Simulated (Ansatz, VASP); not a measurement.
# One calculation of InSb, two programs

The input INCAR:

```
SYSTEM = InSb
  PREC = Accurate
  ENCUT = 600
  EDIFF = 1E-7
  ISMEAR = -1
  SIGMA = 0.1
  LREAL = .FALSE.
  LASPH = .TRUE.
  NELM = 60
  ALGO = Normal
  ISIF = 3
  LWAVE = .FALSE.
  LCHARG = .FALSE.
  GGA = PS
  IBRION = 2
  NSW = 100
  EDIFFG = -0.002
```

KPOINTS

```
regular mesh
0
G
  8 8 8
  0 0 0
```

The input POSCAR:

```
InSb
1.0
    0.0000000000      3.2391000000      3.2391000000
    3.2391000000      0.0000000000      3.2391000000
    3.2391000000      3.2391000000      0.0000000000
In Sb
1 1
Direct
    0.0000000000      0.0000000000      0.0000000000
    0.7500000000      0.7500000000      0.7500000000
```

Input for Ansatz:

```yaml
crystal:
  lattice:
    - [0.0, 3.2391, 3.2391]
    - [3.2391, 0.0, 3.2391]
    - [3.2391, 3.2391, 0.0]
  atoms:
    - { symbol: In, position: [0.0, 0.0, 0.0] }
    - { symbol: Sb, position: [0.75, 0.75, 0.75] }
kpoints:
  mp_grid: { grid: [8, 8, 8] }
scf:
  occupations: { method: fermi_dirac, width: 0.1 }
hamiltonian:
  xc: pbesol
  pseudopotentials: { kind: paw }
relax:
  f_tol: 0.002
  max_steps: 80
  cell: {}
output:
  forces: true
  stress: true
  write_density: true
  write_potential: true
  elf: true
  volumetric_format: npy
```

Alike in both runs: task relaxation of cell and atoms; functional PBEsol; k mesh 8 × 8 × 8; occupations fermi-dirac, width 0.1 eV; no spin polarisation.

|  | VASP | Ansatz |
| --- | --- | --- |
| version | VASP 6.6.1 | Ansatz 0.2.0 |
| potentials or method | VASP PAW PBE potentials, release 64 (In_d, Sb) | PAW with Ansatz's default frozen-core files, scalar-relativistic |
| plane-wave cutoff (eV) | 600 | 420 |
| valence electrons in the cell | 18 | 28 |

VASP gave:

```
relaxed volume (Å³/atom)                                     : 34.67
relaxed cell length with the largest relative difference (Å) : 4.611
```

Estimate Ansatz's values.

relaxed volume (Å³/atom): 34.66; relaxed cell length with the largest relative difference (Å): 4.611.

VASP's potentials were made for PBE, not for PBEsol. VASP's potentials hold 18 valence electrons a cell and Ansatz's 28, so a difference there can come from the potentials and not from the codes.

Spin-orbit coupling is off throughout.
